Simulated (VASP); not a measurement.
Set up this calculation in VASP 6.6.1, as the native input.

```
Task                               : single point
Functional                         : B3LYP
Potentials or basis                : VASP PAW PBE potentials, release 64 (B, N)
Cutoff                             : 520 eV
k mesh                             : 6 × 6 × 4
Occupations                        : gaussian, width 0.01 eV
Spin                               : no spin polarisation
Dipole correction                  : no
Grid for exact exchange (PRECFOCK) : Normal
Further INCAR settings             : ALGO = Normal; EDIFF = 1e-06; NBANDS = 11
```

The system is BN.

```
CELL_PARAMETERS angstrom
2.50804 0.00000 0.00000
-1.24671 2.17623 0.00000
-0.63067 -1.08812 3.02254
ATOMIC_POSITIONS crystal
B 0.97964 0.98350 0.00181
N 0.66851 0.33238 0.98500
```

One way to write it, as run:

POSCAR

```
BN
1.0
    2.5080409200      0.0000000000      0.0000000000
   -1.2467107600      2.1762310400      0.0000000000
   -0.6306650800     -1.0881155200      3.0225400000
B N
1 1
Direct
    0.9796430000      0.9834990000      0.0018060000
    0.6685060000      0.3323850000      0.9849990000
```

INCAR.step1

```
PREC = Accurate
ENCUT = 520
EDIFF = 1E-5
ISMEAR = 0
SIGMA = 0.01
LREAL = False
LASPH = True
NELM = 120
ALGO = Normal
ISIF = 2
LWAVE = True
LCHARG = False
NBANDS = 11
GGA = PE
GGA_COMPAT = False
```

INCAR.step2

```
PREC = Accurate
ENCUT = 520
EDIFF = 1E-6
ISMEAR = 0
SIGMA = 0.01
LREAL = False
LASPH = True
NELM = 120
ALGO = Normal
ISIF = 2
LWAVE = False
LCHARG = False
GGA = B3
LHFCALC = True
AEXX = 0.2
AGGAX = 0.72
AGGAC = 0.81
ALDAC = 0.19
PRECFOCK = Normal
NBANDS = 11
ISTART = 1
GGA_COMPAT = False
```

KPOINTS

```
Automatic mesh
0
Gamma
  6 6 4
```

Potentials or basis: VASP PAW PBE potentials, release 64 (B, N).

Launch:

```sh
$ cat potpaw_PBE.64/B/POTCAR potpaw_PBE.64/N/POTCAR > POTCAR
$ cp INCAR.step1 INCAR
$ mpirun -np 1 vasp_std > vasp.out
$ cp INCAR.step2 INCAR
$ mpirun -np 1 vasp_std > vasp.out
```

It gave:

| Item | Value |
| --- | --- |
| Pressure | 1.9 GPa |
| Largest force | 2.740 eV/Å |
| Band gap on the k mesh | 4.66 eV, indirect (least direct gap 6.31 eV) |

Caveat: the k points lie up to 0.52 Å⁻¹ apart; the PAW data sets were made with another functional, which shifts forces and pressure a little.

Run time: 16 min on 1 thread of AMD EPYC 7R13 (shared host), peak memory 0.11 GiB.
